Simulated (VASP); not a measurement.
# LuBr (P6_3mc) in VASP: a series of runs, part 2 of 2

VASP 6.6.1. The steps go on from the part before.

## (3) Single point, r2SCAN

This run uses another cell than the first one, of 27.41 Å³/atom, 1.042 times its volume.

POSCAR reads:

```
LuBr
1.0
    3.5909046587      0.0000000000      0.0000000000
   -1.7954523293      3.1098146570      0.0000000000
    0.0000000000      0.0000000000      9.8188911626
Lu Br
2 2
Direct
    0.6666666667      0.3333333333      0.8312837144
    0.3333333333      0.6666666667      0.3312837144
    0.6666666667      0.3333333333      0.5437172856
    0.3333333333      0.6666666667      0.0437172856
```

INCAR.step1 reads:

```
PREC     = Accurate       # precision mode
ENCUT    = 520            # plane-wave cutoff, eV
ISMEAR   = -1             # smearing method
SIGMA    = 0.05           # smearing width, eV
LREAL    = F              # projectors in reciprocal space
LASPH    = T              # aspherical terms in the spheres
NELM     = 80             # most SCF steps
NBANDS   = 40             # bands
GGA      = PE             # functional
ALGO     = Normal         # electronic algorithm
EDIFF    = 1E-4           # SCF threshold, eV
LWAVE    = T              # write WAVECAR
LCHARG   = F              # write CHGCAR
```

INCAR.step2 reads:

```
PREC     = Accurate       # precision mode
ENCUT    = 520            # plane-wave cutoff, eV
EDIFF    = 1E-6           # SCF threshold, eV
ISMEAR   = -1             # smearing method
SIGMA    = 0.05           # smearing width, eV
LREAL    = F              # projectors in reciprocal space
LASPH    = T              # aspherical terms in the spheres
NELM     = 80             # most SCF steps
ALGO     = Normal         # electronic algorithm
ISIF     = 2              # what is computed and relaxed
LWAVE    = F              # write WAVECAR
LCHARG   = T              # write CHGCAR
METAGGA  = R2SCAN         # meta-GGA
LMIXTAU  = T            
LELF     = T              # ELF
LVHAR    = T            
NBANDS   = 40             # bands
ISTART   = 1
```

KPOINTS reads:

```
Automatic mesh
0
Gamma
  9 9 3
```

Potentials or basis: VASP PAW PBE potentials, release 64 (Lu, Br).

The run is started by

```sh
$ cat potpaw_PBE.64/Lu/POTCAR potpaw_PBE.64/Br/POTCAR > POTCAR
$ cp INCAR.step1 INCAR
$ mpirun -np 1 vasp_std > vasp.out
$ cp INCAR.step2 INCAR
$ mpirun -np 1 vasp_std > vasp.out
```

OUTCAR:

```text
PREC = Accurate
   ENCUT = 520
   EDIFF = 1E-6
   ISMEAR = -1
   LREAL = F
   LASPH = T
   NELM = 80
   ISIF = 2
   METAGGA = R2SCAN
   ISTART = 1

 ion  position               nearest neighbor table
   1  0.667  0.333  0.831-   3 2.82   4 2.94   4 2.94   4 2.94
   2  0.333  0.667  0.331-   4 2.82   3 2.94   3 2.94   3 2.94
   3  0.667  0.333  0.544-   1 2.82   2 2.94   2 2.94   2 2.94
   4  0.333  0.667  0.044-   2 2.82   1 2.94   1 2.94   1 2.94

  LATTYP: Found a hexagonal cell.
 ALAT       =     3.5909046587
 C/A-ratio  =     2.7343781291

  Lattice vectors:

 A1 = (   3.5909046587,   0.0000000000,   0.0000000000)
 A2 = (  -1.7954523293,   3.1098146570,   0.0000000000)
 A3 = (   0.0000000000,   0.0000000000,   9.8188911626)

Analysis of symmetry for initial positions (statically):
=====================================================================
 Subroutine PRICEL returns:
 Original cell was already a primitive cell.

 Routine SETGRP: Setting up the symmetry group for a
 hexagonal supercell.

 Subroutine GETGRP returns: Found 12 space group operations
 (whereof  6 operations were pure point group operations)
 out of a pool of 24 trial point group operations.

The static configuration has the point symmetry C_3v.
 The point group associated with its full space group is C_6v.

Analysis of symmetry for dynamics (positions and initial velocities):
=====================================================================
 Subroutine PRICEL returns:
 Original cell was already a primitive cell.

 Routine SETGRP: Setting up the symmetry group for a
 hexagonal supercell.

 Subroutine GETGRP returns: Found 12 space group operations
 (whereof  6 operations were pure point group operations)
 out of a pool of 24 trial point group operations.

The dynamic configuration has the point symmetry C_3v.
 The point group associated with its full space group is C_6v.
[... 118 lines left out ...]
   EFERMI_NEDOS =   21; number of points for ismear=-14 and -15
   IALGO  =     38    algorithm
   IMIX   =      4    mixing-type and parameters
     AMIX     =   0.40;   BMIX     =  1.00
     AMIX_MAG =   1.60;   BMIX_MAG =  1.00
  volume/ion in A,a.u.               =      27.41       184.99
  Fermi-wavevector in a.u.,A,eV,Ry     =   1.368153  2.585434 25.467951  1.871842
  Thomas-Fermi vector in A             =   2.494142
   LORBIT       =      0    0 simple, 1 ext, 2 COOP (PROOUT), +10 PAW based schemes
   METAGGA = R2SCAN    functional components
   LHFCALC =     F    Hartree Fock is set to
   AEXX    =    0.0000 exact exchange contribution
   IVDW    =     0    specifies the selected vdW correction
   LEPSILON=     F    determine dielectric tensor
   LRPA    =     F    only Hartree local field effects (RPA)
 non-spin polarized calculation
  energy-cutoff  :      520.00
  volume of cell :      109.65
 maximum number of plane-waves:      2989
 NGX is ok and might be reduce to    28
   NGX = 13   NGY = 13   NGZ = 37

 number of electron      64.0000000 magnetization

 Free energy of the ion-electron system (eV)
  ---------------------------------------------------
  ext. energy  EPLUGINS =         0.00000000
  ---------------------------------------------------
  free energy    TOTEN  =      -106.86391890 eV

  energy without entropy =     -106.85435386  energy(sigma->0) =     -106.85913638

 E-fermi :   3.9763     XC(G=0): -10.5692

 val. band max:        3.8140029179   @ k =   0.3333   0.2222   0.0000
 cond. band min:       3.9967425663   @ k =   0.3333   0.3333   0.3333
 fundamental gap:      0.1827396484
 Fermi energy:         3.9763249075

 k-point     1 :       0.0000    0.0000    0.0000
  band No.  band energies     occupation
      1     -55.1164      2.00000
      2     -55.1164      2.00000
      3     -25.3120      2.00000
      4     -25.2881      2.00000
      5     -24.9197      2.00000
      6     -24.9197      2.00000
[... 1021 lines left out ...]
     39       8.1620      0.00000
     40       8.1621      0.00000

------------------------ aborting loop because EDIFF is reached ----------------------------------------

  FORCE on cell =-STRESS in cart. coord.  units (eV):
  Direction    XX          YY          ZZ          XY          YZ          ZX
  --------------------------------------------------------------------------------------
  -------------------------------------------------------------------------------------
  Total        0.0809425      0.0809425      0.1861808      0.0000000      0.0000000      0.0000000
  in kB        1.1827317      1.1827317      2.7204738      0.0000000      0.0000000      0.0000000
  external PRESSURE =       1.6953124 kB  Pullay stress =       0.0000000 kB

 VOLUME and BASIS-vectors are now :
 -----------------------------------------------------------------------------
  energy-cutoff  :      520.00
  volume of cell :      109.65
      direct lattice vectors                 reciprocal lattice vectors
     3.590904659  0.000000000  0.000000000     0.278481356  0.160781286  0.000000000
    -1.795452329  3.109814657  0.000000000     0.000000000  0.321562572  0.000000000
     0.000000000  0.000000000  9.818891163     0.000000000  0.000000000  0.101844494

 POSITION                                       TOTAL-FORCE (eV/Angst)
 -----------------------------------------------------------------------------------
      1.79545      1.03660      8.16228        -0.000000      0.000000     -0.012301
     -0.00000      2.07321      3.25284         0.000000      0.000000     -0.012301
      1.79545      1.03660      5.33870        -0.000000      0.000000      0.012301
     -0.00000      2.07321      0.42926        -0.000000      0.000000      0.012301
 -----------------------------------------------------------------------------------
    total drift:                                0.000000     -0.000000     -0.013165

  FREE ENERGIE OF THE ION-ELECTRON SYSTEM (eV)
  ---------------------------------------------------
  free  energy   TOTEN  =      -106.8639189050 eV

  energy  without entropy=     -106.8543538569  energy(sigma->0) =     -106.85913638
```

OUTCAR.step1:

```text
PREC = Accurate
   ENCUT = 520
   ISMEAR = -1
   LREAL = F
   LASPH = T
[... 1259 lines left out ...]
      1.79545      1.03660      8.16228         0.000000      0.000000     -0.040457
     -0.00000      2.07321      3.25284        -0.000000     -0.000000     -0.040457
      1.79545      1.03660      5.33870         0.000000     -0.000000      0.040457
     -0.00000      2.07321      0.42926         0.000000      0.000000      0.040457
 -----------------------------------------------------------------------------------
    total drift:                                0.000000     -0.000000     -0.004128

  FREE ENERGIE OF THE ION-ELECTRON SYSTEM (eV)
  ---------------------------------------------------
  free  energy   TOTEN  =       -15.8878227351 eV

  energy  without entropy=      -15.8766695552  energy(sigma->0) =      -15.88224615
```

It took 9.1 min on 1 thread of Intel Xeon Platinum 8259CL at 2.50GHz (Skylake/Cascade Lake), shared host; peak memory 0.32 GiB.

What came out:

```
Free energy            : -106.8639 eV
Pressure               : 0.2 GPa
Largest force          : 0.012 eV/Å
Band gap on the k mesh : zero (band 32 reaches 4.23 eV, above the bottom of band 33 at 4.02 eV)
```

Forces on the atoms (eV/Å):
```
Lu   0.000  0.000 -0.012
Lu   0.000  0.000 -0.012
Br   0.000  0.000  0.012
Br   0.000  0.000  0.012
```

Stress tensor (GPa, compression positive):
```
0.12 0.00 0.00
0.00 0.12 0.00
0.00 0.00 0.27
```

Levels at points of the mesh, in eV from the Fermi level:
```tsv
k point	band 30	band 31	band 32	band 33	band 34	band 35
(0.00, 0.00, 0.00)	-3.90	-3.52	-1.98	1.80	1.80	1.94
```

Caveat: the PAW data sets were made with another functional, which shifts forces and pressure a little; spin-orbit coupling is left out, which moves the levels of the heavy elements.
